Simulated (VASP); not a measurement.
# ZnS (F-43m) in VASP: settings compared

Aim: see how the results for ZnS move with the level of theory and the settings. Levels: PBE+D3(BJ), PBE. Tasks: single point.

All numbers are computed with VASP 6.6.1; they aren't measurements. Logs are shortened: lines on timing, memory, paths and dates and some standing lists are left out, and cuts for length are marked.

### 1 The cell of the first run

Symmetry: F-43m, No. 216, cubic system. The conventional cell has a = 4.929 Å, b = 4.929 Å, c = 4.929 Å, α = 90.00°, β = 90.00°, γ = 90.00°. Within 2.8 Å of Zn (site symmetry -43m) lie 4 S at 2.13 Å. S (site symmetry -43m) has 4 Zn at 2.13 Å within 2.8 Å.

### 2 Single point, PBE+D3(BJ)

INCAR

```
ALGO = Normal
EDIFF = 1E-6
ENCUT = 500
GGA = PE
GGA_COMPAT = False
ISIF = 2
ISMEAR = 0
IVDW = 12
LASPH = True
LCHARG = False
LREAL = False
LWAVE = False
NBANDS = 16
NELM = 120
PREC = Accurate
SIGMA = 0.01
```

KPOINTS

```
k-points
0
Gamma
  10 10 10
```

POSCAR

```
ZnS
1.0
    0.0000000000      2.4646788120      2.4646788120
    2.4646788120      0.0000000000      2.4646788120
    2.4646788120      2.4646788120      0.0000000000
Zn S
1 1
Direct
    0.0000000000      0.0000000000      0.0000000000
    0.7500000000      0.7500000000      0.7500000000
```

Potentials or basis: VASP PAW PBE potentials, release 64 (Zn, S).

Launch:

```sh
$ cat potpaw_PBE.64/Zn/POTCAR potpaw_PBE.64/S/POTCAR > POTCAR
$ mpirun -np 1 vasp_std > vasp.out
```

OUTCAR:

```text
EDIFF = 1E-6
   ENCUT = 500
   GGA = PE
   ISIF = 2
   ISMEAR = 0
   IVDW = 12
   LASPH = True
   LREAL = False
   NELM = 120
   PREC = Accurate
 IVDW          = 12

 ion  position               nearest neighbor table
   1  0.000  0.000  0.000-   2 2.13   2 2.13   2 2.13   2 2.13
   2  0.750  0.750  0.750-   1 2.13   1 2.13   1 2.13   1 2.13

  LATTYP: Found a face centered cubic cell.
 ALAT       =     4.9293576240

  Lattice vectors:

 A1 = (   0.0000000000,   2.4646788120,   2.4646788120)
 A2 = (   2.4646788120,   0.0000000000,   2.4646788120)
 A3 = (   2.4646788120,   2.4646788120,   0.0000000000)

Analysis of symmetry for initial positions (statically):
=====================================================================
 Subroutine PRICEL returns:
 Original cell was already a primitive cell.

 Routine SETGRP: Setting up the symmetry group for a
 face centered cubic supercell.

 Subroutine GETGRP returns: Found 24 space group operations
 (whereof 24 operations were pure point group operations)
 out of a pool of 48 trial point group operations.

The static configuration has the point symmetry T_d .

Analysis of symmetry for dynamics (positions and initial velocities):
=====================================================================
 Subroutine PRICEL returns:
 Original cell was already a primitive cell.

 Routine SETGRP: Setting up the symmetry group for a
 face centered cubic supercell.

 Subroutine GETGRP returns: Found 24 space group operations
 (whereof 24 operations were pure point group operations)
 out of a pool of 48 trial point group operations.

The dynamic configuration has the point symmetry T_d .

 Subroutine INISYM returns: Found 24 space group operations
 (whereof 24 operations are pure point group operations),
 and found     1 'primitive' translations

----------------------------------------------------------------------------------------

                                     Primitive cell

  volume of cell :      29.9441

  direct lattice vectors                    reciprocal lattice vectors
     0.000000000  2.464678812  2.464678812    -0.202866190  0.202866190  0.202866190
     2.464678812  0.000000000  2.464678812     0.202866190 -0.202866190  0.202866190
     2.464678812  2.464678812  0.000000000     0.202866190  0.202866190 -0.202866190

  length of vectors
     3.485582203  3.485582203  3.485582203     0.351374548  0.351374548  0.351374548

  position of ions in fractional coordinates (direct lattice)
     0.000000000  0.000000000  0.000000000
     0.750000000  0.750000000  0.750000000

  ion indices of the primitive-cell ions
   primitive index   ion index
                 1           1
                 2           2

----------------------------------------------------------------------------------------

 KPOINTS: k-points

Automatic generation of k-mesh.
 Grid dimensions read from file:
 generate k-points for:   10   10   10

 Generating k-lattice:

  Cartesian coordinates                     Fractional coordinates (reciprocal lattice)
    -0.020286619  0.020286619  0.020286619     0.100000000  0.000000000  0.000000000
     0.020286619 -0.020286619  0.020286619     0.000000000  0.100000000  0.000000000
     0.020286619  0.020286619 -0.020286619     0.000000000  0.000000000  0.100000000

  Length of vectors
     0.035137455  0.035137455  0.035137455

  Shift w.r.t. Gamma in fractional coordinates (k-lattice)
     0.000000000  0.000000000  0.000000000

 Subroutine IBZKPT returns following result:
 ===========================================

 Found     47 irreducible k-points:

 Following reciprocal coordinates:
            Coordinates               Weight
  0.000000  0.000000  0.000000      1.000000
  0.100000  0.000000  0.000000      8.000000
  0.200000  0.000000  0.000000      8.000000
  0.300000  0.000000  0.000000      8.000000
  0.400000  0.000000  0.000000      8.000000
  0.500000  0.000000  0.000000      4.000000
[... 16 lines left out ...]
  0.300000  0.300000  0.000000      6.000000
  0.400000  0.300000  0.000000     24.000000
 [... further k-points ...]
   k-points           NKPTS =     47   k-points in BZ     NKDIM =     47   number of bands    NBANDS=     16
   number of dos      NEDOS =    301   number of ions     NIONS =      2
   total plane-waves  NPLWV =  21952
   dimension x,y,z NGX =    28 NGY =   28 NGZ =   28
   dimension x,y,z NGXF=    56 NGYF=   56 NGZF=   56
   ions per type =               1   1
   NGX,Y,Z   is equivalent  to a cutoff of  13.35, 13.35, 13.35 a.u.
   NGXF,Y,Z  is equivalent  to a cutoff of  26.71, 26.71, 26.71 a.u.
 SYSTEM =  unknown system
   PREC   = accura    normal or accurate (medium, high low for compatibility)
   ISTART =      0    job   : 0-new  1-cont  2-samecut
   ICHARG =      2    charge: 1-file 2-atom 10-const
   ISPIN  =      1    spin polarized calculation?
   LNONCOLLINEAR =      F non collinear calculations
   LSORBIT =      F    spin-orbit coupling
   LASPH  =      T    aspherical Exc in radial PAW
   ENCUT  =  500.0 eV  36.75 Ry    6.06 a.u.   6.36  6.36  6.36*2*pi/ulx,y,z
   NELM   =    120;   NELMIN=  2; NELMDL= -5     # of ELM steps
   EDIFF  = 0.1E-05   stopping-criterion for ELM
   LREAL  =      F    real-space projection
   EDIFFG = 0.1E-04   stopping-criterion for IOM
   NSW    =      0    number of steps for IOM
   IBRION =     -1    ionic relax: 0-MD 1-quasi-New 2-CG
   NFREE  =      0    steps in history (QN), initial steepest desc. (CG)
   ISIF   =      2    stress and relaxation
   ISYM   =      2    0-nonsym 1-usesym 2-fastsym
   POTIM  = 0.5000    time-step for ionic-motion
   TEBEG  =    0.0;   TEEND  =   0.0 temperature during run
   PSTRESS=    0.0 pullay stress
   NELECT =      18.0000    total number of electrons
   NUPDOWN=      -1.0000    fix difference up-down
   EMIN   =  10.00;   EMAX   =-10.00  energy-range for DOS
   EFERMI =   0.00;   METHOD = LEGACY
   ISMEAR =     0;   SIGMA  =   0.01  broadening in eV -4-tet -1-fermi 0-gaus
   EFERMI_NEDOS =   21; number of points for ismear=-14 and -15
   IALGO  =     38    algorithm
   IMIX   =      4    mixing-type and parameters
     AMIX     =   0.40;   BMIX     =  1.00
     AMIX_MAG =   1.60;   BMIX_MAG =  1.00
  volume/ion in A,a.u.               =      14.97       101.04
  Fermi-wavevector in a.u.,A,eV,Ry     =   1.381641  2.610924 25.972609  1.908933
  Thomas-Fermi vector in A             =   2.506407
   LORBIT       =      0    0 simple, 1 ext, 2 COOP (PROOUT), +10 PAW based schemes
   GGA     = PE    functional components
   LHFCALC =     F    Hartree Fock is set to
   AEXX    =    0.0000 exact exchange contribution
   IVDW    =    12    specifies the selected vdW correction
   LEPSILON=     F    determine dielectric tensor
   LRPA    =     F    only Hartree local field effects (RPA)
 non-spin polarized calculation
 Gauss-broadening in eV      SIGMA  =   0.01
  energy-cutoff  :      500.00
  volume of cell :       29.94
 maximum number of plane-waves:       778
 NGX is ok and might be reduce to    28
   NGX = 13   NGY = 13   NGZ = 13

 number of electron      17.9999985 magnetization

 Free energy of the ion-electron system (eV)
  ---------------------------------------------------
  ext. energy  EPLUGINS =         0.00000000
  ---------------------------------------------------
  free energy    TOTEN  =        -5.84457259 eV

  energy without entropy =       -5.84457259  energy(sigma->0) =       -5.84457259

 E-fermi :   5.3016     XC(G=0): -10.9925

 val. band max:        5.1495655844   @ k =   0.0000   0.0000   0.0000
 cond. band min:       7.7908217530   @ k =   0.5000   0.5000   0.0000
 fundamental gap:      2.6412561686
 Fermi energy:         5.3016457073

 k-point     1 :       0.0000    0.0000    0.0000
  band No.  band energies     occupation
      1     -10.3396      2.00000
      2      -2.7551      2.00000
      3      -2.7551      2.00000
      4      -2.7551      2.00000
      5      -1.8801      2.00000
      6      -1.8801      2.00000
[... 8 lines left out ...]
     15      17.1412      0.00000
     16      18.5668      0.00000

 k-point     2 :       0.1000    0.0000    0.0000
  band No.  band energies     occupation
      1     -10.2232      2.00000
      2      -2.7739      2.00000
      3      -2.7318      2.00000
      4      -2.7318      2.00000
      5      -1.8832      2.00000
      6      -1.8832      2.00000
[... 8 lines left out ...]
     15      16.5964      0.00000
     16      19.0252      0.00000

 k-point     3 :       0.2000    0.0000    0.0000
  band No.  band energies     occupation
      1      -9.8963      2.00000
      2      -2.8068      2.00000
      3      -2.6748      2.00000
      4      -2.6748      2.00000
      5      -1.8846      2.00000
      6      -1.8846      2.00000
[... 8 lines left out ...]
     15      16.1017      0.00000
     16      18.4735      0.00000

 k-point     4 :       0.3000    0.0000    0.0000
  band No.  band energies     occupation
      1      -9.4359      2.00000
      2      -2.7868      2.00000
      3      -2.6153      2.00000
      4      -2.6153      2.00000
      5      -1.8683      2.00000
      6      -1.8683      2.00000
[... 8 lines left out ...]
     15      16.6393      0.00000
     16      17.9337      0.00000

 k-point     5 :       0.4000    0.0000    0.0000
  band No.  band energies     occupation
      1      -8.9996      2.00000
      2      -2.6156      2.00000
      3      -2.5792      2.00000
      4      -2.5792      2.00000
      5      -1.8365      2.00000
      6      -1.8365      2.00000
[... 8 lines left out ...]
     15      18.0700      0.00000
     16      18.2707      0.00000

 k-point     6 :       0.5000    0.0000    0.0000
  band No.  band energies     occupation
      1      -8.8122      2.00000
      2      -2.5687      2.00000
      3      -2.5687      2.00000
      4      -2.3650      2.00000
      5      -1.8194      2.00000
      6      -1.8194      2.00000
[... 8 lines left out ...]
     15      19.1789      0.00000
     16      19.1789      0.00000

 k-point     7 :       0.1000    0.1000    0.0000
  band No.  band energies     occupation
      1     -10.1843      2.00000
      2      -2.7967      2.00000
      3      -2.7150      2.00000
      4      -2.7150      2.00000
      5      -1.9042      2.00000
      6      -1.8655      2.00000
[... 8 lines left out ...]
     15      17.2764      0.00000
     16      19.5317      0.00000

 k-point     8 :       0.2000    0.1000    0.0000
  band No.  band energies     occupation
      1      -9.9270      2.00000
      2      -2.8357      2.00000
      3      -2.6641      2.00000
      4      -2.6591      2.00000
      5      -1.9231      2.00000
      6      -1.8529      2.00000
[... 8 lines left out ...]
     15      17.1064      0.00000
     16      19.7488      0.00000

 k-point     9 :       0.3000    0.1000    0.0000
  band No.  band energies     occupation
      1      -9.5081      2.00000
      2      -2.8370      2.00000
      3      -2.6041      2.00000
      4      -2.5936      2.00000
      5      -1.9168      2.00000
      6      -1.8361      2.00000
[... 8 lines left out ...]
     15      17.3933      0.00000
     16      18.9823      0.00000
[... 172 lines left out ...]
 k-point    19 :       0.5000    0.2000    0.0000
  band No.  band energies     occupation
      1      -8.6581      2.00000
      2      -2.7198      2.00000
      3      -2.4372      2.00000
      4      -2.3226      2.00000
      5      -1.8035      2.00000
      6      -1.7146      2.00000
[... 8 lines left out ...]
     15      19.2613      0.00000
     16      21.1303      0.00000

 k-point    20 :      -0.4000    0.2000    0.0000
  band No.  band energies     occupation
      1      -8.6139      2.00000
      2      -2.6303      2.00000
      3      -2.4494      2.00000
      4      -2.2203      2.00000
      5      -1.8514      2.00000
      6      -1.7223      2.00000
[... 8 lines left out ...]
     15      18.1939      0.00000
     16      20.6718      0.00000

 k-point    21 :      -0.3000    0.2000    0.0000
  band No.  band energies     occupation
      1      -8.8711      2.00000
      2      -2.5988      2.00000
      3      -2.5606      2.00000
      4      -2.4945      2.00000
      5      -1.9063      2.00000
      6      -1.7861      2.00000
[... 8 lines left out ...]
     15      19.6823      0.00000
     16      20.8063      0.00000

 k-point    22 :      -0.2000    0.2000    0.0000
  band No.  band energies     occupation
      1      -9.2805      2.00000
      2      -2.7678      2.00000
      3      -2.5965      2.00000
      4      -2.5669      2.00000
      5      -1.9295      2.00000
      6      -1.8091      2.00000
[... 8 lines left out ...]
     15      19.1184      0.00000
     16      20.8811      0.00000

 k-point    23 :       0.3000    0.3000    0.0000
  band No.  band energies     occupation
      1      -9.1294      2.00000
      2      -3.0214      2.00000
      3      -2.4207      2.00000
      4      -2.4207      2.00000
      5      -1.9741      2.00000
      6      -1.7802      2.00000
[... 8 lines left out ...]
     15      18.2523      0.00000
     16      23.6708      0.00000

 k-point    24 :       0.4000    0.3000    0.0000
  band No.  band energies     occupation
      1      -8.7846      2.00000
      2      -3.0210      2.00000
      3      -2.3404      2.00000
      4      -2.3395      2.00000
      5      -1.8939      2.00000
      6      -1.7649      2.00000
[... 8 lines left out ...]
     15      18.9722      0.00000
     16      22.9101      0.00000

 [... further k-points ...]

------------------------ aborting loop because EDIFF is reached ----------------------------------------

 Edisp (eV)   -0.82772

 E8    (eV) :    -0.3271

  FORCE on cell =-STRESS in cart. coord.  units (eV):
  Direction    XX          YY          ZZ          XY          YZ          ZX
  --------------------------------------------------------------------------------------
  -------------------------------------------------------------------------------------
  Total       6.68670     6.68670     6.68670     0.00000     0.00000     0.00000
  in kB     357.77634   357.77634   357.77634     0.00000     0.00000     0.00000
  external pressure =      357.78 kB  Pullay stress =        0.00 kB

 VOLUME and BASIS-vectors are now :
 -----------------------------------------------------------------------------
  energy-cutoff  :      500.00
  volume of cell :       29.94
      direct lattice vectors                 reciprocal lattice vectors
     0.000000000  2.464678812  2.464678812    -0.202866190  0.202866190  0.202866190
     2.464678812  0.000000000  2.464678812     0.202866190 -0.202866190  0.202866190
     2.464678812  2.464678812  0.000000000     0.202866190  0.202866190 -0.202866190

 POSITION                                       TOTAL-FORCE (eV/Angst)
 -----------------------------------------------------------------------------------
      0.00000      0.00000      0.00000         0.000000     -0.000000      0.000000
      3.69702      3.69702      3.69702        -0.000000      0.000000     -0.000000
 -----------------------------------------------------------------------------------
    total drift:                               -0.000001     -0.000001     -0.000001

  FREE ENERGIE OF THE ION-ELECTRON SYSTEM (eV)
  ---------------------------------------------------
  free  energy   TOTEN  =        -6.6722920574 eV

  energy  without entropy=       -6.6722920574  energy(sigma->0) =       -6.67229206
```

Wall time 12 s (1 thread of AMD EPYC 9R45 (Zen 5), shared host); peak memory 0.14 GiB.

Results:

| Property | Result |
| --- | --- |
| Free energy | -6.6723 eV |
| Pressure | 35.8 GPa |
| Band gap on the k mesh | 2.64 eV (least direct gap 3.41 eV) |
| Dispersion energy per atom | -0.414 eV |

Levels at points of the mesh, in eV from the valence-band top:
```
           k point  band 5  band 6  band 7  band 8  band 9  band 10  band 11  band 12  band 13  band 14
(0.00, 0.00, 0.00)   -7.03   -7.03    0.00    0.00    0.00     3.41     6.01     6.01     6.01    11.99
(0.50, 0.00, 0.00)   -6.97   -6.97   -6.64   -1.35   -1.35     3.76     6.58     6.58     9.67    13.76
(0.50, 0.50, 0.00)   -6.88   -6.72   -5.79   -3.41   -3.41     2.64     3.74    13.29    13.81    13.81
```

Caveat: three body term missing; the cell stands under pressure.

### 3 Single point, PBE (strained)

INCAR

```
SYSTEM = ZnS
PREC = Accurate ; ENCUT = 520
EDIFF = 1E-6 ; ISMEAR = 0
SIGMA = 0.02 ; LREAL = .FALSE.
LASPH = .TRUE. ; NELM = 80
ALGO = Normal ; ISIF = 2
LWAVE = .FALSE. ; LCHARG = .FALSE.
GGA = PE ; NBANDS = 16
```

KPOINTS

```
Automatic mesh
0
G
  10 10 10
  0 0 0
```

POSCAR

```
ZnS
1.0
    0.0000000000      2.6045779500      2.6045779500
    2.6045779500      0.0000000000      2.6045779500
    2.6045779500      2.6045779500      0.0000000000
Zn S
1 1
Direct
    0.0000000000      0.0000000000      0.0000000000
    0.7500000000      0.7500000000      0.7500000000
```

Potentials or basis: VASP PAW PBE potentials, release 64 (Zn, S).

Launch:

```sh
$ cat potpaw_PBE.64/Zn/POTCAR potpaw_PBE.64/S/POTCAR > POTCAR
$ mpirun -np 1 vasp_std > vasp.out
```

Wall time 30 s (1 thread of Intel Xeon 8259CL, shared host); peak memory 0.17 GiB.

Results (log left out):

```
Free energy            : -6.6759 eV
Pressure               : 12.5 GPa
Band gap on the k mesh : 2.61 eV
```

Levels at points of the mesh, in eV from the valence-band top:
```tsv
k point	band 7	band 8	band 9	band 10	band 11	band 12
(0.00, 0.00, 0.00)	0.00	0.00	0.00	2.61	6.29	6.29
(0.50, 0.00, 0.00)	-5.92	-1.04	-1.04	3.52	6.84	6.84
(0.50, 0.50, 0.00)	-5.01	-2.65	-2.65	3.13	4.02	11.82
```

Caveat: the cell differs from its parent crystal (strained); the cell stands under pressure.

### 4 Single point, PBE (strained)

INCAR

```
ALGO = Normal
EDIFF = 1E-6
ENCUT = 520
GGA = PE
ISIF = 2
ISMEAR = 0
LASPH = True
LCHARG = False
LREAL = False
LWAVE = False
NBANDS = 16
NELM = 60
PREC = Accurate
SIGMA = 0.02
```

KPOINTS

```
k-points
0
Gamma
  10 10 10
```

POSCAR

```
ZnS
1.0
    0.0000000000      2.6455533975      2.6455533975
    2.6455533975      0.0000000000      2.6455533975
    2.6455533975      2.6455533975      0.0000000000
Zn S
1 1
Direct
    0.0000000000      0.0000000000      0.0000000000
    0.7500000000      0.7500000000      0.7500000000
```

Launch:

```sh
$ cat potpaw_PBE.64/Zn/POTCAR potpaw_PBE.64/S/POTCAR > POTCAR
$ mpirun -np 1 vasp_std > vasp.out
```

It took 41 s on 1 thread of Intel Xeon 8259CL, shared host; peak memory 0.17 GiB.

It converged, with:

```yaml
Free_energy: -6.7803 eV
Pressure: 7.3 GPa
Band_gap_on_the_k_mesh: 2.40 eV
```

Levels at points of the mesh, in eV from the valence-band top:
| k point | band 6 | band 7 | band 8 | band 9 | band 10 | band 11 | band 12 | band 13 |
| --- | --- | --- | --- | --- | --- | --- | --- | --- |
| (0.00, 0.00, 0.00) | -6.04 | 0.00 | 0.00 | 0.00 | 2.40 | 6.34 | 6.34 | 6.34 |
| (0.50, 0.00, 0.00) | -5.84 | -5.70 | -0.96 | -0.96 | 3.43 | 6.88 | 6.88 | 9.11 |
| (0.50, 0.50, 0.00) | -5.80 | -4.81 | -2.46 | -2.46 | 3.26 | 4.05 | 11.45 | 12.40 |

Caveat: the cell differs from its parent crystal (strained); the cell stands under pressure.

(Continued in part 2 of 2.)
